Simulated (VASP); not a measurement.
Crystal: Ag.

```
Ag
1.0
     0.00000    2.04500    2.04500
     2.04500    0.00000    2.04500
     2.04500    2.04500    0.00000
Ag
1
Direct
  0.00000 0.00000 0.00000
```

```yaml
Program: VASP 6.6.1
Task: relaxation of cell and atoms
Functional: PBEsol
Potentials_or_basis: VASP PAW PBE potentials, release 64 (Ag)
Cutoff: 600 eV
k_mesh: 24 × 24 × 24
Occupations: gaussian, width 0.1 eV
Spin: no spin polarisation
```

At the start: pressure -3.0 GPa; volume 17.10 Å³/atom.

Question: Where does the relaxation end?

Answer: Over 14 steps the energy falls by 4.9 meV/atom and the volume is 16.62 Å³/atom (-2.8 %); space group Fm-3m (No. 225, to 0.05 Å).

Step by step:
```csv
step,energy change (eV),largest force (eV/Å),pressure (GPa),volume (Å³)
1,0.0000,0.0000,-3.04,17.10
2,-0.0027,0.0000,2.50,16.31
3,-0.0049,0.0000,0.37,16.61
4,-0.0049,0.0000,-0.31,16.66
5,-0.0049,0.0000,-0.21,16.64
6,-0.0049,0.0000,-0.09,16.63
7,-0.0049,0.0000,-0.05,16.63
8,-0.0049,0.0000,-0.05,16.63
9,-0.0049,0.0000,-0.04,16.63
10,-0.0049,0.0000,-0.05,16.63
11,-0.0049,0.0000,-0.04,16.62
12,-0.0049,0.0000,-0.04,16.62
13,-0.0049,0.0000,-0.04,16.62
14,-0.0049,0.0000,-0.01,16.62
```

Final structure:
```
Ag
1.0
     0.00000    2.02559    2.02559
     2.02559    0.00000    2.02559
     2.02559    2.02559    0.00000
Ag
1
Direct
  0.00000 0.00000 0.00000
```

Caveat: the PAW data sets were made with another functional, which shifts forces and pressure a little.
